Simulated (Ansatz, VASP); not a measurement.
**One calculation of CO2, two programs**

```
C O
1.0
     6.11893    0.00000    0.00000
     0.00000    5.79994    0.00000
     0.00000    0.00000    6.66993
C O
4 8
Direct
  0.00000 0.00000 0.00000
  0.50000 0.00000 0.50000
  0.50000 0.50000 0.00000
  0.00000 0.50000 0.50000
  0.11616 0.11616 0.11616
  0.38384 0.88384 0.61616
  0.61616 0.38384 0.88384
  0.88384 0.61616 0.38384
  0.88384 0.88384 0.88384
  0.61616 0.11616 0.38384
  0.38384 0.61616 0.11616
  0.11616 0.38384 0.61616
```

Change from the starting cell: normal strain along x +0.0550, normal strain along z +0.1500.

Alike in both runs: task single point; functional PBEsol; k mesh 4 × 4 × 4; occupations gaussian, width 0.05 eV; no spin polarisation.

|  | VASP | Ansatz |
| --- | --- | --- |
| version | VASP 6.6.1 | Ansatz 0.2.0 |
| potentials or method | VASP PAW PBE potentials, release 64 (C, O), cutoff 520 eV | scalar-relativistic, plane waves, PAW |
| valence electrons in the cell | 64 | 64 |

|  | VASP | Ansatz | Ansatz less VASP |
| --- | --- | --- | --- |
| gap on the k mesh at the Fermi level (eV) | 5.92 | 5.94 | +0.027 |
| least direct gap on the mesh (eV) | 5.92 | 5.94 | +0.027 |
| pressure (GPa) | -13.9 | -14.7 | -0.78 |
| traceless stress, the component that is largest in VASP (GPa) | -2.29 | -2.43 | -0.145 |
| rms of the force components (eV/Å) | 2.832 | 3.034 | +0.2020 |

VASP's potentials were made for PBE, not for PBEsol. Atom by atom the forces differ by 0.202 eV/Å (rms over components).

Noted on VASP's run: the standard files for N, O and F lose accuracy on very short bonds.
